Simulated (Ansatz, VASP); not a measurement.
# Two plane-wave programs on TiSn

Contents of INCAR:

```
SYSTEM = TiSn
ALGO     = Normal         ! electronic algorithm
EDIFF    = 1E-6           ! SCF threshold, eV
ENCUT    = 520            ! plane-wave cutoff, eV
GGA      = RE             ! functional
ISIF     = 2              ! what is computed and relaxed
ISMEAR   = -1             ! smearing method
LASPH    = .True.         ! aspherical terms in the spheres
LCHARG   = .False.        ! write CHGCAR
LREAL    = .False.        ! projectors in reciprocal space
LWAVE    = .False.        ! write WAVECAR
NBANDS   = 20             ! bands
NELM     = 80             ! most SCF steps
PREC     = Accurate       ! precision mode
SIGMA    = 0.05           ! smearing width, eV
```

The input KPOINTS:

```
k-points
0
Gamma
  5 5 5
  0 0 0
```

Contents of POSCAR:

```
TiSn
1.0
    0.0000000000      2.8005500000      2.8005500000
    2.8005500000      0.0000000000      2.8005500000
    2.8005500000      2.8005500000      0.0000000000
Ti Sn
1 1
Direct
    0.0000000000      0.0000000000      0.0000000000
    0.5000000000      0.5000000000      0.5000000000
```

The input input.yaml:

```yaml
crystal:
  lattice:
    - [0.0, 2.80055, 2.80055]
    - [2.80055, 0.0, 2.80055]
    - [2.80055, 2.80055, 0.0]
  atoms:
    - { symbol: Ti, position: [0.0, 0.0, 0.0] }
    - { symbol: Sn, position: [0.5, 0.5, 0.5] }
hamiltonian:
  xc: revpbe
  pseudopotentials: { kind: paw }
kpoints:
  mp_grid: { grid: [5, 5, 5] }
  band_path:
    path:
      - [[0.0, 0.0, 0.0], [0.5, 0.0, 0.5], [0.5, 0.25, 0.75], [0.375, 0.375, 0.75], [0.0, 0.0, 0.0], [0.5, 0.5, 0.5], [0.625, 0.25, 0.625], [0.5, 0.25, 0.75], [0.5, 0.5, 0.5], [0.375, 0.375, 0.75]]
      - [[0.625, 0.25, 0.625], [0.5, 0.0, 0.5]]
    npoints: 14
scf:
  occupations: { method: fermi_dirac, width: 0.05 }
  n_extra_bands: 6
output:
  forces: true
  stress: true
  eigenvalues: true
  fatbands: true
  write_density: true
  write_potential: true
  elf: true
  volumetric_format: npy
```

Alike in both runs: functional revPBE; k mesh 5 × 5 × 5; occupations fermi-dirac, width 0.05 eV; no spin polarisation.

|  | VASP | Ansatz |
| --- | --- | --- |
| version | VASP 6.6.1 | Ansatz 0.2.0 |
| potentials or method | VASP PAW PBE potentials, release 64 (Ti_sv, Sn_d) | Ansatz PAW |
| plane-wave cutoff (eV) | 520 | 420 |
| valence electrons in the cell | 26 | 26 |
| task | single point | band structure |

|  | VASP | Ansatz | Ansatz less VASP |
| --- | --- | --- | --- |
| gap on the k mesh at the Fermi level (eV) | none | none | - |
| pressure (GPa) | 1.6 | 1.6 | +0.01 |

VASP's potentials were made for PBE, not for revPBE. A gap of «none» marks a metal or a gap that the smearing closes.

The k mesh is coarse, so the values compare programs but aren't converged.
